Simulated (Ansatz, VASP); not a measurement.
# Two plane-wave programs on AgCl

```
Ag Cl
1.0
     0.00000    2.77315    2.77315
     2.77315    0.00000    2.77315
     2.77315    2.77315    0.00000
Ag Cl
1 1
Direct
  0.48422 0.48422 0.51578
  0.00000 0.00000 0.00000
```

Change from the starting cell: all Ag atoms moved +0.087 Å, as atom 1 towards its neighbour atom 2 (Cl) at 2.773 Å.

Alike in both runs: task single point; functional r2SCAN; k mesh 8 × 8 × 8; occupations gaussian, width 0.05 eV; no spin polarisation.

|  | VASP | Ansatz |
| --- | --- | --- |
| version | VASP 6.6.1 | Ansatz 0.2.0 |
| potentials or method | VASP PAW PBE potentials, release 64 (Ag, Cl), cutoff 520 eV | scalar-relativistic, plane waves, PAW |
| valence electrons in the cell | 18 | 26 |

|  | VASP | Ansatz | Ansatz less VASP |
| --- | --- | --- | --- |
| gap on the k mesh at the Fermi level (eV) | 1.43 | 1.48 | +0.053 |
| least direct gap on the mesh (eV) | 3.50 | 3.54 | +0.045 |
| pressure (GPa) | 0.0 | 0.1 | +0.05 |
| traceless stress, the component that is largest in VASP (GPa) | 0.26 | 0.26 | +0.001 |
| rms of the force components (eV/Å) | 0.068 | 0.069 | +0.0008 |

VASP's potentials were made for PBE, not for r2SCAN. Atom by atom the forces differ by 0.001 eV/Å (rms over components). With one functional, cell and mesh, what is left measures potentials, basis and numerics. VASP's potentials hold 18 valence electrons a cell and Ansatz's 26, so a difference there can come from the potentials and not from the codes.
